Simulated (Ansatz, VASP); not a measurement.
**One calculation of ZnSnP2, two programs**

The input INCAR:

```
PREC = Accurate ; ENCUT = 500
EDIFF = 1E-6 ; ISMEAR = 0
SIGMA = 0.05 ; LREAL = F
LASPH = T ; NELM = 120
ALGO = Normal ; ISIF = 2
LWAVE = F ; LCHARG = F
GGA = PS ; NBANDS = 46
GGA_COMPAT = F
```

The input KPOINTS:

```
Automatic mesh
0
Gamma
  8 8 8
```

The input POSCAR:

```
ZnSnP2
1.0
   -2.9511000000      2.9511000000      5.3587000000
    2.9511000000     -2.9511000000      5.3587000000
    2.9511000000      2.9511000000     -5.3587000000
Zn Sn P
2 2 4
Direct
    0.7500000000      0.2500000000      0.5000000000
    0.0000000000      0.0000000000      0.0000000000
    0.2500000000      0.7500000000      0.5000000000
    0.5000000000      0.5000000000      0.0000000000
    0.3750000000      0.3504879709      0.4754879709
    0.6495120291      0.1250000000      0.0245120291
    0.1004879709      0.6250000000      0.9754879709
    0.8750000000      0.8995120291      0.5245120291
```

Input for Ansatz:

```yaml
crystal:
  lattice:
    - [-2.9511, 2.9511, 5.3587]
    - [2.9511, -2.9511, 5.3587]
    - [2.9511, 2.9511, -5.3587]
  atoms:
    - { symbol: Zn, position: [0.75, 0.25, 0.5] }
    - { symbol: Zn, position: [0.0, 0.0, 0.0] }
    - { symbol: Sn, position: [0.25, 0.75, 0.5] }
    - { symbol: Sn, position: [0.5, 0.5, 0.0] }
    - { symbol: P, position: [0.375, 0.3504879709, 0.4754879709] }
    - { symbol: P, position: [0.6495120291, 0.125, 0.0245120291] }
    - { symbol: P, position: [0.1004879709, 0.625, 0.9754879709] }
    - { symbol: P, position: [0.875, 0.8995120291, 0.5245120291] }
basis:
  ecutwfc: 520.0
kpoints:
  mp_grid: { grid: [8, 8, 8] }
hamiltonian:
  xc: pbesol
scf:
  occupations: { method: gaussian, width: 0.05 }
output:
  forces: true
  stress: true
  eigenvalues: true
```

Alike in both runs: task single point; functional PBEsol; k mesh 8 × 8 × 8; occupations gaussian, width 0.05 eV; no spin polarisation.

```csv
,VASP,Ansatz
version,VASP 6.6.1,Ansatz 0.2.0
potentials or method,"VASP PAW PBE potentials, release 64 (Zn, Sn_d, P), cutoff 500 eV","scalar-relativistic, plane waves, PAW"
valence electrons in the cell,72,72
```

|  | VASP | Ansatz | Ansatz less VASP |
| --- | --- | --- | --- |
| gap on the k mesh at the Fermi level (eV) | 0.27 | 0.26 | -0.009 |
| least direct gap on the mesh (eV) | 0.27 | 0.26 | -0.009 |
| pressure (GPa) | -3.2 | -3.3 | -0.09 |
| traceless stress, the component that is largest in VASP (GPa) | 3.16 | 3.16 | -0.005 |
| rms of the force components (eV/Å) | 0.106 | 0.098 | -0.0081 |

VASP's potentials were made for PBE, not for PBEsol. Atom by atom the forces differ by 0.008 eV/Å (rms over components).
